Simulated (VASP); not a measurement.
A run of VASP 6.6.1 is set up as follows.

File INCAR:

```
ALGO = Normal
EDIFF = 1E-8
ENCUT = 420
GGA_COMPAT = False
ISIF = 2
ISMEAR = -1
LASPH = True
LCHARG = False
LEFG = True
LREAL = False
LWAVE = False
NBANDS = 14
NELM = 120
PREC = Accurate
SIGMA = 0.05
```

KPOINTS

```
k-points
0
Gamma
  13 13 13
```

File POSCAR:

```
TiB
1.0
    0.0000000000      2.1010000000      2.1430200000
    2.1010000000      0.0000000000      2.1430200000
    2.1010000000      2.1010000000      0.0000000000
Ti B
1 1
Direct
    0.7500000000      0.7500000000      0.7500000000
    0.0000000000      0.0000000000      0.0000000000
```

Potentials or basis: VASP PAW LDA potentials, release 64 (Ti_sv, B).

Command:

```bash
$ cat potpaw_LDA.64/Ti_sv/POTCAR potpaw_LDA.64/B/POTCAR > POTCAR
$ mpirun -np 1 vasp_std > vasp.out
```

(1) What does it give for the pressure?

## Answers

(1) 96.7 GPa.

Caveat: the cell differs from its parent crystal (zz strain of +2 %); without QUAD_EFG the Cq values of the log hold for a quadrupole moment of 1 mb, not for the nuclei.
